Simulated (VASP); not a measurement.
# WC (Pm) in VASP: single point with PBE

Aim: the single point of WC with PBE.

Everything below comes from runs of VASP 6.6.1. Logs are shortened: lines on timing, memory, paths and dates and some standing lists are left out, and cuts for length are marked.

### Step 1. The cell of the first run

Symmetry: Pm, No. 6, monoclinic system. The conventional cell has a = 2.901 Å, b = 2.829 Å, c = 2.901 Å, α = 90.00°, β = 120.00°, γ = 90.00°. Within 2.7 Å of W (site symmetry m) lie 6 C at 2.03 to 2.32 Å. C (site symmetry m) has 6 W at 2.03 to 2.32 Å within 2.7 Å.

### Step 2. Single point, PBE (atom 1 (W) moved by (+0.225, +0.000) A along [1 1 0] and z)

INCAR

```
SYSTEM = WC
PREC = Accurate ; ENCUT = 520
EDIFF = 1E-6 ; ISMEAR = 0
SIGMA = 0.15 ; LREAL = .False.
LASPH = .True. ; NELM = 60
ALGO = Fast ; ISIF = 2
LWAVE = .False. ; LCHARG = .False.
GGA = PE ; NBANDS = 16
```

KPOINTS

```
Automatic mesh
0
Gamma
  18 18 16
  0 0 0
```

POSCAR

```
WC
1.0
    2.9005014360      0.0000000000      0.0000000000
   -1.4502507180      2.5119079273      0.0000000000
    0.0000000000      0.0000000000      2.8290000000
W C
1 1
Direct
    0.0865212091      0.0633379210      0.0000000000
    0.6666666667      0.3333333333      0.5000000000
```

Potentials or basis: VASP PAW PBE potentials, release 64 (W_sv, C).

Started as:

```sh
> cat potpaw_PBE.64/W_sv/POTCAR potpaw_PBE.64/C/POTCAR > POTCAR
> mpirun -np 1 vasp_std > vasp.out
```

OUTCAR:

```text
SYSTEM = WC
   PREC = Accurate
   ENCUT = 520
   EDIFF = 1E-6
   ISMEAR = 0
   LREAL = .False.
   LASPH = .True.
   NELM = 60
   ISIF = 2
   GGA = PE

 ion  position               nearest neighbor table
   1  0.087  0.063  0.000-   2 2.03   2 2.03   2 2.25   2 2.25   2 2.32   2 2.32
   2  0.667  0.333  0.500-   1 2.03   1 2.03   1 2.25   1 2.25   1 2.32   1 2.32

  LATTYP: Found a hexagonal cell.
 ALAT       =     2.9005014360
 C/A-ratio  =     0.9753485949

  Lattice vectors:

 A1 = (   2.9005014360,   0.0000000000,   0.0000000000)
 A2 = (  -1.4502507180,   2.5119079273,   0.0000000000)
 A3 = (   0.0000000000,   0.0000000000,   2.8290000000)

Analysis of symmetry for initial positions (statically):
=====================================================================
 Subroutine PRICEL returns:
 Original cell was already a primitive cell.

 Routine SETGRP: Setting up the symmetry group for a
 hexagonal supercell.

 Subroutine GETGRP returns: Found  2 space group operations
 (whereof  2 operations were pure point group operations)
 out of a pool of 24 trial point group operations.

The static configuration has the point symmetry C_1h.

Analysis of symmetry for dynamics (positions and initial velocities):
=====================================================================
 Subroutine PRICEL returns:
 Original cell was already a primitive cell.

 Routine SETGRP: Setting up the symmetry group for a
 hexagonal supercell.

 Subroutine GETGRP returns: Found  2 space group operations
 (whereof  2 operations were pure point group operations)
 out of a pool of 24 trial point group operations.

The dynamic configuration has the point symmetry C_1h.

 Subroutine INISYM returns: Found  2 space group operations
 (whereof  2 operations are pure point group operations),
 and found     1 'primitive' translations

----------------------------------------------------------------------------------------

                                     Primitive cell

  volume of cell :      20.6115

  direct lattice vectors                    reciprocal lattice vectors
     2.900501436  0.000000000  0.000000000     0.344767973  0.199051882  0.000000000
    -1.450250718  2.511907927  0.000000000     0.000000000  0.398103764  0.000000000
     0.000000000  0.000000000  2.829000000     0.000000000  0.000000000  0.353481796

  length of vectors
     2.900501436  2.900501436  2.829000000     0.398103764  0.398103764  0.353481796

  position of ions in fractional coordinates (direct lattice)
     0.086521209  0.063337921  0.000000000
     0.666666667  0.333333333  0.500000000

  ion indices of the primitive-cell ions
   primitive index   ion index
                 1           1
                 2           2

----------------------------------------------------------------------------------------

 KPOINTS: Automatic mesh

Automatic generation of k-mesh.
 Grid dimensions read from file:
 generate k-points for:   18   18   16

 Generating k-lattice:

  Cartesian coordinates                     Fractional coordinates (reciprocal lattice)
     0.019153776  0.011058438  0.000000000     0.055555556  0.000000000  0.000000000
     0.000000000  0.022116876  0.000000000     0.000000000  0.055555556  0.000000000
     0.000000000  0.000000000  0.022092612     0.000000000  0.000000000  0.062500000

  Length of vectors
     0.022116876  0.022116876  0.022092612

  Shift w.r.t. Gamma in fractional coordinates (k-lattice)
     0.000000000  0.000000000  0.000000000

 Subroutine IBZKPT returns following result:
 ===========================================

 Found   1476 irreducible k-points:

 Following reciprocal coordinates:
            Coordinates               Weight
  0.000000  0.000000  0.000000      1.000000
  0.055556  0.000000  0.000000      2.000000
  0.000000  0.055556  0.000000      2.000000
 -0.055556  0.055556  0.000000      2.000000
  0.111111  0.000000  0.000000      2.000000
  0.000000  0.111111  0.000000      2.000000
[... 16 lines left out ...]
  0.444444 -0.000000  0.000000      2.000000
  0.000000  0.444444  0.000000      2.000000
 [... further k-points ...]
   k-points           NKPTS =   1476   k-points in BZ     NKDIM =   1476   number of bands    NBANDS=     16
   number of dos      NEDOS =    301   number of ions     NIONS =      2
   total plane-waves  NPLWV =  13824
   dimension x,y,z NGX =    24 NGY =   24 NGZ =   24
   dimension x,y,z NGXF=    48 NGYF=   48 NGZF=   48
   ions per type =               1   1
   NGX,Y,Z   is equivalent  to a cutoff of  13.76, 13.76, 14.10 a.u.
   NGXF,Y,Z  is equivalent  to a cutoff of  27.51, 27.51, 28.21 a.u.
 SYSTEM =  WC
   PREC   = accura    normal or accurate (medium, high low for compatibility)
   ISTART =      0    job   : 0-new  1-cont  2-samecut
   ICHARG =      2    charge: 1-file 2-atom 10-const
   ISPIN  =      1    spin polarized calculation?
   LNONCOLLINEAR =      F non collinear calculations
   LSORBIT =      F    spin-orbit coupling
   LASPH  =      T    aspherical Exc in radial PAW
   ENCUT  =  520.0 eV  38.22 Ry    6.18 a.u.   5.39  5.39  5.26*2*pi/ulx,y,z
   NELM   =     60;   NELMIN=  2; NELMDL= -5     # of ELM steps
   EDIFF  = 0.1E-05   stopping-criterion for ELM
   LREAL  =      F    real-space projection
   EDIFFG = 0.1E-04   stopping-criterion for IOM
   NSW    =      0    number of steps for IOM
   IBRION =     -1    ionic relax: 0-MD 1-quasi-New 2-CG
   NFREE  =      0    steps in history (QN), initial steepest desc. (CG)
   ISIF   =      2    stress and relaxation
   ISYM   =      2    0-nonsym 1-usesym 2-fastsym
   POTIM  = 0.5000    time-step for ionic-motion
   TEBEG  =    0.0;   TEEND  =   0.0 temperature during run
   PSTRESS=    0.0 pullay stress
   NELECT =      18.0000    total number of electrons
   NUPDOWN=      -1.0000    fix difference up-down
   EMIN   =  10.00;   EMAX   =-10.00  energy-range for DOS
   EFERMI =   0.00;   METHOD = LEGACY
   ISMEAR =     0;   SIGMA  =   0.15  broadening in eV -4-tet -1-fermi 0-gaus
   EFERMI_NEDOS =   21; number of points for ismear=-14 and -15
   IALGO  =     68    algorithm
   IMIX   =      4    mixing-type and parameters
     AMIX     =   0.40;   BMIX     =  1.00
     AMIX_MAG =   1.60;   BMIX_MAG =  1.00
  volume/ion in A,a.u.               =      10.31        69.55
  Fermi-wavevector in a.u.,A,eV,Ry     =   1.564813  2.957068 33.315762  2.448639
  Thomas-Fermi vector in A             =   2.667381
   LORBIT       =      0    0 simple, 1 ext, 2 COOP (PROOUT), +10 PAW based schemes
   GGA     = PE    functional components
   LHFCALC =     F    Hartree Fock is set to
   AEXX    =    0.0000 exact exchange contribution
   IVDW    =     0    specifies the selected vdW correction
   LEPSILON=     F    determine dielectric tensor
   LRPA    =     F    only Hartree local field effects (RPA)
 non-spin polarized calculation
 RMM-DIIS sequential band-by-band and
 Gauss-broadening in eV      SIGMA  =   0.15
  energy-cutoff  :      520.00
  volume of cell :       20.61
 maximum number of plane-waves:       580
 NGX is ok and might be reduce to    24
   NGX = 11   NGY = 11   NGZ = 11

 number of electron      18.0000001 magnetization

 Free energy of the ion-electron system (eV)
  ---------------------------------------------------
  ext. energy  EPLUGINS =         0.00000000
  ---------------------------------------------------
  free energy    TOTEN  =       -22.00438759 eV

  energy without entropy =      -22.00115716  energy(sigma->0) =      -22.00277237

 E-fermi :  11.3413     XC(G=0): -13.8221

 val. band max:       11.3390736439   @ k =   0.1111   0.0000   0.3750
 cond. band min:      11.3541006213   @ k =   0.1667  -0.0556  -0.3750
 fundamental gap:      0.0150269774
 Fermi energy:        11.3412839696

 k-point     1 :       0.0000    0.0000    0.0000
  band No.  band energies     occupation
      1     -62.7615      2.00000
      2     -26.7877      2.00000
      3     -26.6605      2.00000
      4     -26.6415      2.00000
      5      -3.3391      2.00000
      6       6.4935      2.00000
[... 8 lines left out ...]
     15      25.4583      0.00000
     16      26.7139      0.00000

 k-point     2 :       0.0556    0.0000    0.0000
  band No.  band energies     occupation
      1     -62.7596      2.00000
      2     -26.7841      2.00000
      3     -26.6713      2.00000
      4     -26.6640      2.00000
      5      -3.2516      2.00000
      6       6.5007      2.00000
[... 8 lines left out ...]
     15      25.5073      0.00000
     16      26.9312      0.00000

 k-point     3 :       0.0000    0.0556    0.0000
  band No.  band energies     occupation
      1     -62.7597      2.00000
      2     -26.7844      2.00000
      3     -26.6820      2.00000
      4     -26.6521      2.00000
      5      -3.2620      2.00000
      6       6.5374      2.00000
[... 8 lines left out ...]
     15      25.0255      0.00000
     16      27.2200      0.00000

 k-point     4 :      -0.0556    0.0556    0.0000
  band No.  band energies     occupation
      1     -62.7596      2.00000
      2     -26.7843      2.00000
      3     -26.6856      2.00000
      4     -26.6489      2.00000
      5      -3.2581      2.00000
      6       6.5322      2.00000
[... 8 lines left out ...]
     15      25.1805      0.00000
     16      27.0040      0.00000
[... 324 lines left out ...]
 k-point    22 :      -0.3889    0.3889    0.0000
  band No.  band energies     occupation
      1     -62.7084      2.00000
      2     -27.3945      2.00000
      3     -26.8163      2.00000
      4     -26.6873      2.00000
      5      -0.5587      2.00000
      6       4.5504      2.00000
[... 8 lines left out ...]
     15      24.7534      0.00000
     16      27.6888      0.00000

 k-point    23 :       0.4444   -0.0000    0.0000
  band No.  band energies     occupation
      1     -62.7026      2.00000
      2     -27.4672      2.00000
      3     -26.8518      2.00000
      4     -26.6700      2.00000
      5       0.4369      2.00000
      6       3.5338      2.00000
[... 8 lines left out ...]
     15      24.3320      0.00000
     16      29.6196      0.00000

 k-point    24 :       0.0000    0.4444    0.0000
  band No.  band energies     occupation
      1     -62.7035      2.00000
      2     -27.4472      2.00000
      3     -26.8366      2.00000
      4     -26.6814      2.00000
      5      -0.4813      2.00000
      6       4.6076      2.00000
[... 8 lines left out ...]
     15      24.0117      0.00000
     16      27.9327      0.00000

 [... further k-points ...]

------------------------ aborting loop because EDIFF is reached ----------------------------------------

  FORCE on cell =-STRESS in cart. coord.  units (eV):
  Direction    XX          YY          ZZ          XY          YZ          ZX
  --------------------------------------------------------------------------------------
  -------------------------------------------------------------------------------------
  Total        2.8698367      1.0495115      3.1545357      0.9217989      0.0000000      0.0000000
  in kB      223.0786565     81.5808112    245.2089256     71.6534353      0.0000000      0.0000000
  external PRESSURE =     183.2894644 kB  Pullay stress =       0.0000000 kB

 VOLUME and BASIS-vectors are now :
 -----------------------------------------------------------------------------
  energy-cutoff  :      520.00
  volume of cell :       20.61
      direct lattice vectors                 reciprocal lattice vectors
     2.900501436  0.000000000  0.000000000     0.344767973  0.199051882  0.000000000
    -1.450250718  2.511907927  0.000000000     0.000000000  0.398103764  0.000000000
     0.000000000  0.000000000  2.829000000     0.000000000  0.000000000  0.353481796

 POSITION                                       TOTAL-FORCE (eV/Angst)
 -----------------------------------------------------------------------------------
      0.15910      0.15910      0.00000        -3.039359     -2.464367      0.000000
      1.45025      0.83730      1.41450         3.039359      2.464367      0.000000
 -----------------------------------------------------------------------------------
    total drift:                                0.000202      0.000109      0.000000

  FREE ENERGIE OF THE ION-ELECTRON SYSTEM (eV)
  ---------------------------------------------------
  free  energy   TOTEN  =       -22.0043875887 eV

  energy  without entropy=      -22.0011571591  energy(sigma->0) =      -22.00277237
```

Wall time 14 min (1 thread of Oxide Virtual Turin-like, shared host); peak memory 0.53 GiB.

Results:

- Free energy: -22.0044 eV
- Pressure: 18.3 GPa
- Largest force: 3.913 eV/Å
- Band gap on the k mesh: zero (bands 9 and 10 overlap by 1.42 eV)

Forces on the atoms (eV/Å):
```
W   -3.039 -2.464  0.000
C    3.039  2.464  0.000
```

Stress tensor (GPa, compression positive):
```
22.31  7.17  0.00
 7.17  8.16  0.00
 0.00  0.00 24.52
```

Levels at points of the mesh, in eV from the Fermi level:
```tsv
k point	band 6	band 7	band 8	band 9	band 10	band 11	band 12	band 13
(0.00, 0.00, 0.00)	-4.85	-3.72	-2.86	-0.48	3.18	3.40	3.61	6.09
(0.50, 0.00, 0.00)	-8.00	-4.57	-3.88	-0.34	2.35	4.09	4.74	8.70
(0.00, 0.50, 0.00)	-6.79	-4.29	-3.43	-0.19	1.91	4.57	5.14	5.90
(0.50, 0.50, 0.00)	-7.10	-4.51	-3.88	0.26	2.00	4.42	5.09	6.97
(0.00, 0.00, 0.50)	-8.81	-3.41	-0.91	-0.74	-0.65	2.26	3.64	6.43
(0.50, 0.00, 0.50)	-6.08	-4.12	-3.79	-0.53	4.38	5.22	6.56	8.56
(0.00, 0.50, 0.50)	-6.98	-5.21	-4.50	0.69	4.30	5.14	5.85	9.30
(0.50, 0.50, 0.50)	-6.62	-4.89	-4.02	0.17	4.29	5.16	5.21	9.38
```

Caveat: the cell differs from its parent crystal (atom 1 (W) moved by (+0.225, +0.000) A along [1 1 0] and z); the stress differs along the axes, from 8 to 25 GPa; spin-orbit coupling is left out, which moves the levels of the heavy elements; forces of over 1 eV/Å act on the atoms, so gaps and moduli don't describe the material at rest.
